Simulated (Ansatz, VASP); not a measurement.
# Pd in VASP and in Ansatz

POSCAR

```
Pd
1.0
    2.4801120713      0.0000000000      0.0000000000
    0.0000000000      2.4801120713      0.0000000000
    0.0000000000      0.0000000000      2.4801120713
Pd
1
Direct
    0.0000000000      0.0000000000      0.0000000000
```

INCAR.step1

```
PREC = Accurate ; ENCUT = 520
ISMEAR = -1 ; SIGMA = 0.05
LREAL = False ; LASPH = True
NELM = 150 ; ISPIN = 2
MAGMOM = 0.5 ; LMAXMIX = 4
NBANDS = 15 ; GGA = PE
ALGO = Normal ; EDIFF = 1E-4
LWAVE = True ; LCHARG = False
```

File INCAR.step2:

```
PREC = Accurate ; ENCUT = 520
EDIFF = 1E-6 ; ISMEAR = -1
SIGMA = 0.05 ; LREAL = False
LASPH = True ; NELM = 150
ALGO = Normal ; ISIF = 2
LWAVE = False ; LCHARG = False
ISPIN = 2 ; MAGMOM = 0.5
LORBIT = 11 ; LMAXMIX = 4
METAGGA = R2SCAN ; LMIXTAU = True
NBANDS = 15 ; ISTART = 1
```

Contents of KPOINTS:

```
regular mesh
0
Gamma
  14 14 14
```

Input for Ansatz:

```yaml
crystal:
  lattice:
    - [2.4801120713, 0.0, 0.0]
    - [0.0, 2.4801120713, 0.0]
    - [0.0, 0.0, 2.4801120713]
  atoms:
    - { symbol: Pd, position: [0.0, 0.0, 0.0], spin: 0.5 }
hamiltonian:
  xc: r2scan
  pseudopotentials:
    kind: paw
    azcp:
      Pd: "pseudopotentials/Pd.paw.azcp"
basis:
  ecutwfc: 500
  fft_grid_basis: typed
kpoints:
  mp_grid: { grid: [14, 14, 14], shift: [0, 0, 0] }
magnetization:
  spin_polarized: true
scf:
  occupations: { method: fermi_dirac, width: 0.05 }
  lower_state_search: "off"
output:
  stress: true
```

Alike in both runs: task single point; functional r2SCAN; k mesh 14 × 14 × 14; occupations fermi-dirac, width 0.05 eV; collinear spin.

|  | VASP | Ansatz |
| --- | --- | --- |
| version | VASP 6.6.1 | Ansatz 0.2.0 |
| potentials or method | VASP PAW PBE potentials, release 64 (Pd), cutoff 520 eV | plane waves (500 eV) with PAW, scalar-relativistic |
| valence electrons in the cell | 10 | 18 |

```tsv
	VASP	Ansatz	Ansatz less VASP
pressure (GPa)	25.5	24.6	-0.86
net moment per atom (μB)	0.00	0.00	0.000
```

VASP's potentials were made for PBE, not for r2SCAN. VASP's potentials hold 10 valence electrons a cell and Ansatz's 18, so a difference there can come from the potentials and not from the codes. Ansatz's warnings: seeded moment not kept, stability check not made.
